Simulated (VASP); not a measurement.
# Rh (P6_3/mmc) in VASP: a series of runs

The runs below take Rh through single point, with r2SCAN.

All numbers are computed with VASP 6.6.1; they aren't measurements. Logs are shortened: lines on timing, memory, paths and dates and some standing lists are left out, and cuts for length are marked.

## Step 1: The cell of the first run

The structure is hexagonal, space group P6_3/mmc (No. 194). The conventional cell has a = 2.599 Å, b = 2.599 Å, c = 8.494 Å, α = 90.00°, β = 90.00°, γ = 120.00°. Within 3.4 Å of Rh (site symmetry -3m) lie 12 Rh at 2.60 Å. Rh (site symmetry -6m2) has 12 Rh at 2.60 Å within 3.4 Å.

This isn't the form of Rh at room conditions, which is fcc.

## Step 2: Single point, r2SCAN

Input file POSCAR:

```
Rh
1.0
    2.5988463961      0.0000000000      0.0000000000
   -1.2994231981      2.2506716142      0.0000000000
    0.0000000000      0.0000000000      8.4944431900
Rh
4
Direct
    0.0000000000      0.0000000000      0.0000000000
    0.3333333333      0.6666666667      0.2500000000
    0.0000000000      0.0000000000      0.5000000000
    0.6666666667      0.3333333333      0.7500000000
```

Input file INCAR.step1:

```
PREC = Accurate
ENCUT = 520
ISMEAR = 1
SIGMA = 0.1
LREAL = F
LASPH = T
NELM = 100
NBANDS = 38
GGA = PE
ALGO = Normal
EDIFF = 1E-4
LWAVE = T
LCHARG = F
```

Input file INCAR.step2:

```
PREC = Accurate
ENCUT = 520
EDIFF = 1E-6
ISMEAR = 1
SIGMA = 0.1
LREAL = F
LASPH = T
NELM = 100
ALGO = Normal
ISIF = 2
LWAVE = F
LCHARG = T
METAGGA = R2SCAN
LMIXTAU = T
LELF = T
LVHAR = T
NBANDS = 38
ISTART = 1
```

Input file KPOINTS:

```
regular mesh
0
Gamma
  10 10 3
```

Potentials or basis: VASP PAW PBE potentials, release 64 (Rh_pv).

The run is started by

```bash
$ cat potpaw_PBE.64/Rh_pv/POTCAR > POTCAR
$ cp INCAR.step1 INCAR
$ mpirun -np 1 vasp_std > vasp.out
$ cp INCAR.step2 INCAR
$ mpirun -np 1 vasp_std > vasp.out
```

OUTCAR:

```text
PREC = Accurate
   ENCUT = 520
   EDIFF = 1E-6
   ISMEAR = 1
   LREAL = F
   LASPH = T
   NELM = 100
   ISIF = 2
   METAGGA = R2SCAN
   ISTART = 1

 ion  position               nearest neighbor table
   1  0.000  0.000  0.000-   2 2.60   4 2.60   4 2.60   2 2.60   4 2.60   2 2.60
   2  0.333  0.667  0.250-   1 2.60   3 2.60   1 2.60   3 2.60   1 2.60   3 2.60
   3  0.000  0.000  0.500-   2 2.60   4 2.60   4 2.60   2 2.60   4 2.60   2 2.60
   4  0.667  0.333  0.750-   1 2.60   3 2.60   1 2.60   3 2.60   1 2.60   3 2.60

  LATTYP: Found a hexagonal cell.
 ALAT       =     2.5988463961
 C/A-ratio  =     3.2685437672

  Lattice vectors:

 A1 = (   2.5988463961,   0.0000000000,   0.0000000000)
 A2 = (  -1.2994231981,   2.2506716142,   0.0000000000)
 A3 = (   0.0000000000,   0.0000000000,   8.4944431900)

Analysis of symmetry for initial positions (statically):
=====================================================================
 Subroutine PRICEL returns:
 Original cell was already a primitive cell.

 Routine SETGRP: Setting up the symmetry group for a
 hexagonal supercell.

 Subroutine GETGRP returns: Found 24 space group operations
 (whereof 12 operations were pure point group operations)
 out of a pool of 24 trial point group operations.

The static configuration has the point symmetry D_3d.
 The point group associated with its full space group is D_6h.

Analysis of symmetry for dynamics (positions and initial velocities):
=====================================================================
 Subroutine PRICEL returns:
 Original cell was already a primitive cell.

 Routine SETGRP: Setting up the symmetry group for a
 hexagonal supercell.

 Subroutine GETGRP returns: Found 24 space group operations
 (whereof 12 operations were pure point group operations)
 out of a pool of 24 trial point group operations.

The dynamic configuration has the point symmetry D_3d.
 The point group associated with its full space group is D_6h.

 Subroutine INISYM returns: Found 24 space group operations
 (whereof 12 operations are pure point group operations),
 and found     1 'primitive' translations

----------------------------------------------------------------------------------------

                                     Primitive cell

  volume of cell :      49.6853

  direct lattice vectors                    reciprocal lattice vectors
     2.598846396  0.000000000  0.000000000     0.384786112  0.222155910  0.000000000
    -1.299423198  2.250671614  0.000000000     0.000000000  0.444311819  0.000000000
     0.000000000  0.000000000  8.494443190     0.000000000  0.000000000  0.117724020

  length of vectors
     2.598846396  2.598850393  8.494443190     0.444312503  0.444311819  0.117724020

  position of ions in fractional coordinates (direct lattice)
     0.000000000  0.000000000  0.000000000
     0.333333333  0.666666667  0.250000000
     0.000000000  0.000000000  0.500000000
     0.666666667  0.333333333  0.750000000

  ion indices of the primitive-cell ions
   primitive index   ion index
                 1           1
                 2           2
                 3           3
                 4           4

----------------------------------------------------------------------------------------

 KPOINTS: regular mesh

Automatic generation of k-mesh.
 Grid dimensions read from file:
 generate k-points for:   10   10    3

 Generating k-lattice:

  Cartesian coordinates                     Fractional coordinates (reciprocal lattice)
     0.038478611  0.022215591  0.000000000     0.100000000 -0.000000000  0.000000000
     0.000000000  0.044431182  0.000000000     0.000000000  0.100000000  0.000000000
     0.000000000  0.000000000  0.039241340     0.000000000  0.000000000  0.333333333

  Length of vectors
     0.044431250  0.044431182  0.039241340

  Shift w.r.t. Gamma in fractional coordinates (k-lattice)
     0.000000000  0.000000000  0.000000000

 Subroutine IBZKPT returns following result:
 ===========================================

 Found     28 irreducible k-points:

 Following reciprocal coordinates:
            Coordinates               Weight
  0.000000  0.000000  0.000000      1.000000
  0.100000  0.000000  0.000000      6.000000
  0.200000  0.000000  0.000000      6.000000
  0.300000  0.000000  0.000000      6.000000
  0.400000  0.000000  0.000000      6.000000
  0.500000  0.000000  0.000000      3.000000
[... 16 lines left out ...]
  0.300000  0.100000  0.333333     24.000000
  0.400000  0.100000  0.333333     24.000000
 [... further k-points ...]
   k-points           NKPTS =     28   k-points in BZ     NKDIM =     28   number of bands    NBANDS=     38
   number of dos      NEDOS =    301   number of ions     NIONS =      4
   total plane-waves  NPLWV =  25600
   dimension x,y,z NGX =    20 NGY =   20 NGZ =   64
   dimension x,y,z NGXF=    40 NGYF=   40 NGZF=  128
   ions per type =               4
   NGX,Y,Z   is equivalent  to a cutoff of  12.79, 12.79, 12.53 a.u.
   NGXF,Y,Z  is equivalent  to a cutoff of  25.59, 25.59, 25.05 a.u.
 SYSTEM =  unknown system
   PREC   = accura    normal or accurate (medium, high low for compatibility)
   ISTART =      1    job   : 0-new  1-cont  2-samecut
   ICHARG =      0    charge: 1-file 2-atom 10-const
   ISPIN  =      1    spin polarized calculation?
   LNONCOLLINEAR =      F non collinear calculations
   LSORBIT =      F    spin-orbit coupling
   LASPH  =      T    aspherical Exc in radial PAW
   ENCUT  =  520.0 eV  38.22 Ry    6.18 a.u.   4.83  4.83 15.79*2*pi/ulx,y,z
   NELM   =    100;   NELMIN=  2; NELMDL=  0     # of ELM steps
   EDIFF  = 0.1E-05   stopping-criterion for ELM
   LREAL  =      F    real-space projection
[... 7 lines left out ...]
   TEBEG  =    0.0;   TEEND  =   0.0 temperature during run
   PSTRESS=    0.0 pullay stress
   NELECT =      60.0000    total number of electrons
   NUPDOWN=      -1.0000    fix difference up-down
   EMIN   =  10.00;   EMAX   =-10.00  energy-range for DOS
   EFERMI =   0.00;   METHOD = LEGACY
   ISMEAR =     1;   SIGMA  =   0.10  broadening in eV -4-tet -1-fermi 0-gaus
   EFERMI_NEDOS =   21; number of points for ismear=-14 and -15
   IALGO  =     38    algorithm
   IMIX   =      4    mixing-type and parameters
     AMIX     =   0.40;   BMIX     =  1.00
     AMIX_MAG =   1.60;   BMIX_MAG =  1.00
  volume/ion in A,a.u.               =      12.42        83.82
  Fermi-wavevector in a.u.,A,eV,Ry     =   1.743342  3.294439 41.351408  3.039243
  Thomas-Fermi vector in A             =   2.815433
   LORBIT       =      0    0 simple, 1 ext, 2 COOP (PROOUT), +10 PAW based schemes
   METAGGA = R2SCAN    functional components
   LHFCALC =     F    Hartree Fock is set to
   AEXX    =    0.0000 exact exchange contribution
   IVDW    =     0    specifies the selected vdW correction
   LEPSILON=     F    determine dielectric tensor
   LRPA    =     F    only Hartree local field effects (RPA)
 non-spin polarized calculation
 Methfessel and Paxton  Order N= 1 SIGMA  =   0.10
  energy-cutoff  :      520.00
  volume of cell :       49.69
 maximum number of plane-waves:      1351
 NGX is ok and might be reduce to    20
   NGX =  9   NGY =  9   NGZ = 31

 number of electron      59.9999987 magnetization

 Free energy of the ion-electron system (eV)
  ---------------------------------------------------
  ext. energy  EPLUGINS =         0.00000000
  ---------------------------------------------------
  free energy    TOTEN  =       -95.89407653 eV

  energy without entropy =      -95.89266832  energy(sigma->0) =      -95.89360713

 E-fermi :  13.7547     XC(G=0): -15.9794

 val. band max:       13.7519246322   @ k =   0.4000   0.0000   0.3333
 cond. band min:      13.7918564786   @ k =   0.2000   0.1000   0.3333
 fundamental gap:      0.0399318464
 Fermi energy:        13.7546883715

 k-point     1 :       0.0000    0.0000    0.0000
  band No.  band energies     occupation
      1     -35.3669      2.00000
      2     -34.8380      2.00000
      3     -34.8139      2.00000
      4     -34.4236      2.00000
      5     -34.4235      2.00000
      6     -34.3679      2.00000
[... 30 lines left out ...]
     37      23.8896      0.00000
     38      29.0372      0.00000

 k-point     2 :       0.1000    0.0000    0.0000
  band No.  band energies     occupation
      1     -35.3321      2.00000
      2     -34.8473      2.00000
      3     -34.8272      2.00000
      4     -34.5047      2.00000
      5     -34.4493      2.00000
      6     -34.4282      2.00000
[... 30 lines left out ...]
     37      23.8030      0.00000
     38      29.5776      0.00000

 k-point     3 :       0.2000    0.0000    0.0000
  band No.  band energies     occupation
      1     -35.2360      2.00000
      2     -34.9117      2.00000
      3     -34.9066      2.00000
      4     -34.7065      2.00000
      5     -34.5996      2.00000
      6     -34.5144      2.00000
[... 30 lines left out ...]
     37      23.6081      0.00000
     38      30.2216      0.00000

 k-point     4 :       0.3000    0.0000    0.0000
  band No.  band energies     occupation
      1     -35.1379      2.00000
      2     -35.1100      2.00000
      3     -35.0212      2.00000
      4     -34.9469      2.00000
      5     -34.8600      2.00000
      6     -34.5917      2.00000
[... 30 lines left out ...]
     37      23.4719      0.00000
     38      27.2860      0.00000
[... 703 lines left out ...]
      4     -34.8252      2.00000
      5     -34.7726      2.00000
      6     -34.6772      2.00000
[... 30 lines left out ...]
     37      25.7078      0.00000
     38      28.6635      0.00000

 k-point    23 :       0.3000    0.1000    0.3333
  band No.  band energies     occupation
      1     -35.1979      2.00000
      2     -35.1365      2.00000
      3     -35.1196      2.00000
      4     -35.0395      2.00000
      5     -34.8459      2.00000
      6     -34.7144      2.00000
[... 30 lines left out ...]
     37      25.8732      0.00000
     38      26.1028      0.00000

 k-point    24 :       0.4000    0.1000    0.3333
  band No.  band energies     occupation
      1     -35.3052      2.00000
      2     -35.2616      2.00000
      3     -35.2085      2.00000
      4     -35.1578      2.00000
      5     -34.7766      2.00000
      6     -34.7285      2.00000
[... 30 lines left out ...]
     37      24.4623      0.00000
     38      24.4991      0.00000

 [... further k-points ...]

------------------------ aborting loop because EDIFF is reached ----------------------------------------

  FORCE on cell =-STRESS in cart. coord.  units (eV):
  Direction    XX          YY          ZZ          XY          YZ          ZX
  --------------------------------------------------------------------------------------
  -------------------------------------------------------------------------------------
  Total       11.8292614     11.8293099     12.0985707     -0.0000000      0.0000000      0.0000000
  in kB      381.4525747    381.4541389    390.1368632     -0.0000000      0.0000000      0.0000000
  external PRESSURE =     384.3478589 kB  Pullay stress =       0.0000000 kB

 VOLUME and BASIS-vectors are now :
 -----------------------------------------------------------------------------
  energy-cutoff  :      520.00
  volume of cell :       49.69
      direct lattice vectors                 reciprocal lattice vectors
     2.598846396  0.000000000  0.000000000     0.384786112  0.222155910  0.000000000
    -1.299423198  2.250671614  0.000000000     0.000000000  0.444311819  0.000000000
     0.000000000  0.000000000  8.494443190     0.000000000  0.000000000  0.117724020

 POSITION                                       TOTAL-FORCE (eV/Angst)
 -----------------------------------------------------------------------------------
      0.00000      0.00000      0.00000        -0.000000      0.000000     -0.000000
     -0.00000      1.50045      2.12361        -0.000000      0.000000     -0.000000
      0.00000      0.00000      4.24722        -0.000000      0.000000     -0.000000
      1.29942      0.75022      6.37083         0.000000     -0.000000      0.000000
 -----------------------------------------------------------------------------------
    total drift:                                0.000000     -0.000000      0.000000

  FREE ENERGIE OF THE ION-ELECTRON SYSTEM (eV)
  ---------------------------------------------------
  free  energy   TOTEN  =       -95.8940765277 eV

  energy  without entropy=      -95.8926683202  energy(sigma->0) =      -95.89360713
```

Run time: 1.7 min. Hardware: 1 thread of Intel Xeon 6975P-C (Granite Rapids), shared host; peak memory 0.19 GiB.

What came out:

| Quantity | Value |
| --- | --- |
| Free energy | -95.8941 eV |
| Pressure | 38.4 GPa |
| Band gap on the k mesh | zero (bands 30 and 31 overlap by 2.30 eV) |

Caveat: the cell stands under pressure; the PAW data sets were made with another functional, which shifts forces and pressure a little.

## Step 3: Single point, r2SCAN

This run uses another cell than the first one, of 12.77 Å³/atom.

Input file POSCAR:

```
Rh
1.0
    2.6226903555      0.0000000000      0.0000000000
   -1.3113451777      2.2713211311      0.0000000000
    0.0000000000      0.0000000000      8.5723782148
Rh
4
Direct
    0.0000000000      0.0000000000      0.0000000000
    0.3333333333      0.6666666667      0.2500000000
    0.0000000000      0.0000000000      0.5000000000
    0.6666666667      0.3333333333      0.7500000000
```

INCAR.step1, as its differences from that of step 2:

```diff
@@ -6,3 +6,3 @@
 LASPH = T
-NELM = 100
+NELM = 80
 NBANDS = 38
```

Input file INCAR.step2:

```
PREC = Accurate
ENCUT = 520
EDIFF = 1E-6
ISMEAR = 1
SIGMA = 0.1
LREAL = F
LASPH = T
NELM = 80
ALGO = Normal
ISIF = 2
LWAVE = F
LCHARG = F
METAGGA = R2SCAN
LMIXTAU = T
NBANDS = 38
ISTART = 1
```

KPOINTS is that of step 2.

Potentials or basis: VASP PAW PBE potentials, release 64 (Rh_pv).

The run is started by

```bash
$ cat potpaw_PBE.64/Rh_pv/POTCAR > POTCAR
$ cp INCAR.step1 INCAR
$ mpirun -np 1 vasp_std > vasp.out
$ cp INCAR.step2 INCAR
$ mpirun -np 1 vasp_std > vasp.out
```

Run time: 1.9 min. Hardware: 1 thread of Intel Xeon 6975P-C (Granite Rapids), shared host; peak memory 0.19 GiB.

Results (log left out):

- Free energy: -96.1732 eV
- Pressure: 26.4 GPa
- Band gap on the k mesh: zero (bands 30 and 31 overlap by 2.20 eV)

Stress tensor (GPa, compression positive):
```
26.16  0.00  0.00
 0.00 26.16  0.00
 0.00  0.00 27.02
```

Levels at points of the mesh, in eV from the Fermi level:
| k point | band 25 | band 26 | band 27 | band 28 | band 29 | band 30 | band 31 | band 32 | band 33 | band 34 |
| --- | --- | --- | --- | --- | --- | --- | --- | --- | --- | --- |
| (0.00, 0.00, 0.00) | -3.24 | -3.08 | -3.08 | -1.74 | -1.74 | -1.05 | -1.05 | -0.44 | -0.44 | 0.47 |
| (0.50, 0.00, 0.00) | -1.86 | 0.58 | 0.62 | 0.68 | 0.75 | 0.95 | 0.97 | 1.02 | 1.37 | 2.52 |

Caveat: the cell stands under pressure; the PAW data sets were made with another functional, which shifts forces and pressure a little.

## Step 4: Single point, r2SCAN

This run uses another cell than the first one, of 13.11 Å³/atom.

Input file POSCAR:

```
Rh
1.0
    2.6461084728      0.0000000000      0.0000000000
   -1.3230542364      2.2916018572      0.0000000000
    0.0000000000      0.0000000000      8.6489213561
Rh
4
Direct
    0.0000000000      0.0000000000      0.0000000000
    0.3333333333      0.6666666667      0.2500000000
    0.0000000000      0.0000000000      0.5000000000
    0.6666666667      0.3333333333      0.7500000000
```

Input file INCAR.step1:

```
SYSTEM = Rh
PREC = Accurate
ENCUT = 520
ISMEAR = 1
SIGMA = 0.1
LREAL = .FALSE.
LASPH = .TRUE.
NELM = 80
NBANDS = 38
GGA = PE
ALGO = Normal
EDIFF = 1E-4
LWAVE = .TRUE.
LCHARG = .FALSE.
```

Input file INCAR.step2:

```
SYSTEM = Rh
PREC = Accurate
ENCUT = 520
EDIFF = 1E-6
ISMEAR = 1
SIGMA = 0.1
LREAL = .FALSE.
LASPH = .TRUE.
NELM = 80
ALGO = Normal
ISIF = 2
LWAVE = .FALSE.
LCHARG = .TRUE.
METAGGA = R2SCAN
LMIXTAU = .TRUE.
LELF = .TRUE.
LVHAR = .TRUE.
NBANDS = 38
ISTART = 1
```

Input file KPOINTS:

```
regular mesh
0
G
  10 10 3
  0 0 0
```

The run is started by

```bash
$ cat potpaw_PBE.64/Rh_pv/POTCAR > POTCAR
$ cp INCAR.step1 INCAR
$ mpirun -np 1 vasp_std > vasp.out
$ cp INCAR.step2 INCAR
$ mpirun -np 1 vasp_std > vasp.out
```

Run time: 2.2 min. Hardware: 1 thread of Intel Xeon 6975P-C (Granite Rapids), shared host; peak memory 0.19 GiB.

It converged, with:

- Free energy: -96.3565 eV
- Pressure: 16.2 GPa
- Band gap on the k mesh: zero (bands 30 and 31 overlap by 2.10 eV)

Stress tensor (GPa, compression positive):
```
15.86  0.00  0.00
 0.00 15.86  0.00
 0.00  0.00 16.73
```

Levels at points of the mesh, in eV from the Fermi level:
| k point | band 27 | band 28 | band 29 | band 30 | band 31 | band 32 |
| --- | --- | --- | --- | --- | --- | --- |
| (0.00, 0.00, 0.00) | -2.96 | -1.67 | -1.67 | -1.00 | -1.00 | -0.42 |
| (0.50, 0.00, 0.00) | 0.59 | 0.65 | 0.71 | 0.91 | 0.93 | 0.97 |

Caveat: the cell stands under pressure; the PAW data sets were made with another functional, which shifts forces and pressure a little.

## Step 5: The runs side by side

```csv
cell,gap on the mesh (eV),pressure (GPa)
"a = 2.599, b = 2.599, c = 8.494 Å, angles 90.0, 90.0, 120.0°, 4 atoms",none,38.4
"a = 2.623, b = 2.623, c = 8.572 Å, angles 90.0, 90.0, 120.0°, 4 atoms",none,26.4
"a = 2.646, b = 2.646, c = 8.649 Å, angles 90.0, 90.0, 120.0°, 4 atoms",none,16.2
```

Alike in all rows: task single point; level r2SCAN; potentials or basis VASP PAW PBE potentials, release 64 (Rh_pv); no spin polarisation; k mesh 10 × 10 × 3; cutoff (eV) 520; smearing methfessel-paxton 0.1 eV.

Caveats: the cell stands under pressure; the PAW data sets were made with another functional, which shifts forces and pressure a little.

Total energies depend on the potentials used, so only differences within one code and one set of settings carry meaning.
